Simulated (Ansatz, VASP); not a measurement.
Two plane-wave programs on F

```
CELL_PARAMETERS angstrom
3.19264 -1.77699 -0.24624
3.19264 1.77699 -0.24624
-2.41796 0.00000 7.12355
ATOMIC_POSITIONS crystal
F 0.08485 0.08485 0.09400
F 0.91515 0.91515 0.90600
F 0.50157 0.50157 0.59372
F 0.49843 0.49843 0.40628
```

Change from the starting cell: volume 19.678 Å^3 an atom, stretch along a over the lengths across it, relative to the relaxed cell 1.0326.

Alike in both runs: task single point; functional PBEsol; k mesh 4 × 4 × 2; occupations gaussian, width 0.05 eV; no spin polarisation.

|  | VASP | Ansatz |
| --- | --- | --- |
| version | VASP 6.6.1 | Ansatz 0.2.0 |
| potentials or method | VASP PAW PBE potentials, release 64 (F), cutoff 520 eV | scalar-relativistic, plane waves, PAW |
| valence electrons in the cell | 28 | 28 |

|  | VASP | Ansatz | Ansatz less VASP |
| --- | --- | --- | --- |
| gap on the k mesh at the Fermi level (eV) | 3.01 | 3.09 | +0.079 |
| least direct gap on the mesh (eV) | 3.10 | 3.18 | +0.079 |
| pressure (GPa) | 0.1 | -0.2 | -0.34 |
| traceless stress, the component that is largest in VASP (GPa) | 1.03 | -0.28 | -1.310 |
| rms of the force components (eV/Å) | 0.193 | 0.053 | -0.1402 |

VASP's potentials were made for PBE, not for PBEsol. Atom by atom the forces differ by 0.246 eV/Å (rms over components). One of these differences is far larger than is usual between the two programs; its cause wasn't traced.

The k mesh is coarse, so the values compare programs but aren't converged.
